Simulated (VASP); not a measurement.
The system is P.

```
CELL_PARAMETERS angstrom
5.02421 2.90073 1.30565
-5.02421 2.90073 1.30565
0.00000 -5.80146 1.30565
ATOMIC_POSITIONS crystal
P 0.28066 0.16251 0.91818
P 0.91818 0.28066 0.16251
P 0.16251 0.91818 0.28066
P 0.71934 0.83749 0.08182
P 0.08182 0.71934 0.83749
P 0.83749 0.08182 0.71934
```

* Program: VASP 6.6.1
* Task: relaxation of cell and atoms
* Functional: PBE
* Potentials or basis: VASP PAW PBE potentials, release 64 (P)
* Cutoff: 600 eV
* k mesh: 6 × 6 × 6
* Occupations: gaussian, width 0.1 eV
* Spin: no spin polarisation

At the start: pressure 6.0 GPa; volume 19.03 Å³/atom.

Q: How do energy, volume and symmetry change on relaxing?

A: Over 27 steps the energy falls by 651.0 meV/atom and the volume is 19.70 Å³/atom (+3.5 %); space group R-3 (No. 148, to 0.1 Å) before and after.

The path:
```tsv
step	energy change (eV)	largest force (eV/Å)	pressure (GPa)	volume (Å³)
1	0.0000	1.9531	5.96	114.17
2	-0.1349	0.6333	-8.25	126.26
3	-0.3808	0.5014	-2.95	120.38
4	-0.5933	0.5355	-3.12	116.44
5	-1.2390	0.5665	-2.62	104.97
6	-1.2696	0.8424	11.73	83.77
7	-1.5648	0.6969	0.44	95.28
8	-1.5907	0.7590	3.14	91.29
9	-1.7160	0.7890	2.99	90.61
10	-1.8261	1.0026	4.92	89.70
11	-2.2240	1.2005	3.26	93.49
12	-3.4031	0.9274	3.04	105.41
13	-1.3706	2.2505	3.78	131.81
14	-3.4299	1.3014	4.06	112.09
15	-3.4983	1.0427	4.02	109.17
16	-3.6118	0.6182	-2.73	123.70
17	-3.6650	0.7007	-0.72	118.27
18	-3.8174	0.3283	-0.32	118.37
19	-3.8372	0.2551	-0.07	118.40
20	-3.8565	0.1659	-0.07	118.24
21	-3.8723	0.2038	-0.05	117.91
22	-3.8847	0.1668	0.07	117.76
23	-3.9033	0.0542	0.46	117.28
24	-3.9036	0.0430	0.52	117.21
25	-3.9052	0.0494	-0.04	118.07
26	-3.9052	0.0482	-0.02	118.04
27	-3.9058	0.0322	0.01	118.21
```

Final structure:
```
P
1.0
     4.64513    2.68187    1.58153
    -4.64513    2.68187    1.58153
     0.00000   -5.36373    1.58153
P
6
Direct
  0.46701 0.28442 0.98900
  0.98900 0.46701 0.28442
  0.28442 0.98900 0.46701
  0.53299 0.71558 0.01100
  0.01100 0.53299 0.71558
  0.71558 0.01100 0.53299
```

Caveat: this functional lacks dispersion, which holds the molecules together, so the pressure and a relaxed volume are unreliable.
